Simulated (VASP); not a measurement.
Write the native input for VASP 6.6.1 that does the following.

```yaml
Task: single point
Functional: PBEsol
Potentials_or_basis: VASP PAW PBE potentials, release 64 (Mg, O)
Cutoff: 520 eV
k_mesh: 4 × 4 × 4
Occupations: gaussian, width 0.05 eV
Spin: no spin polarisation
Dipole_correction: no
Further_INCAR_settings: ALGO = Normal; EDIFF = 1e-06; NBANDS = 32
```

The structure of Mg6O5 (a cell with a defect) lies in POSCAR:

```
Mg6O5
1.0
    5.5908553621      0.0000000000      0.0000000000
    0.0000000000      5.5908553621      0.0000000000
    0.0000000000      0.0000000000      5.5908553621
Mg O
6 5
Direct
    0.2500000000      0.0000000000      0.5000000000
    0.0000000000      0.5000000000      0.2500000000
    0.5000000000      0.7500000000      0.0000000000
    0.7500000000      0.0000000000      0.5000000000
    0.0000000000      0.5000000000      0.7500000000
    0.5000000000      0.2500000000      0.0000000000
    0.5000000000      0.0000000000      0.2500000000
    0.0000000000      0.7500000000      0.5000000000
    0.6875000000      0.5000000000      0.0000000000
    0.5000000000      0.0000000000      0.7500000000
    0.0000000000      0.2500000000      0.5000000000
```

This cell differs from its parent crystal: atoms taken out, atom 9 moved -0.125 of the way to it and +0.000 Å across, host rigid.

One way to write it, as run:

INCAR

```
PREC = Accurate
ENCUT = 520
EDIFF = 1E-6
ISMEAR = 0
SIGMA = 0.05
LREAL = False
LASPH = True
NELM = 100
ALGO = Normal
ISIF = 2
LWAVE = False
LCHARG = True
GGA = PS
LELF = True
LVHAR = True
NBANDS = 32
```

KPOINTS

```
regular mesh
0
Gamma
  4 4 4
```

Potentials or basis: VASP PAW PBE potentials, release 64 (Mg, O).

The run is started by

```bash
$ cat potpaw_PBE.64/Mg/POTCAR potpaw_PBE.64/O/POTCAR > POTCAR
$ mpirun -np 1 vasp_std > vasp.out
```

Results of the run:

```yaml
Pressure: 2.4 GPa
Largest_force: 5.115 eV/Å
Band_gap_on_the_k_mesh: 0.80 eV
```

Caveat: the cell differs from its parent crystal (atoms taken out, atom 9 moved -0.125 of the way to it and +0.000 Å across, host rigid); the PAW data sets were made with another functional, which shifts forces and pressure a little.

Run time: 6.5 min on 1 thread of AMD EPYC 7R13 (shared host), peak memory 0.28 GiB.
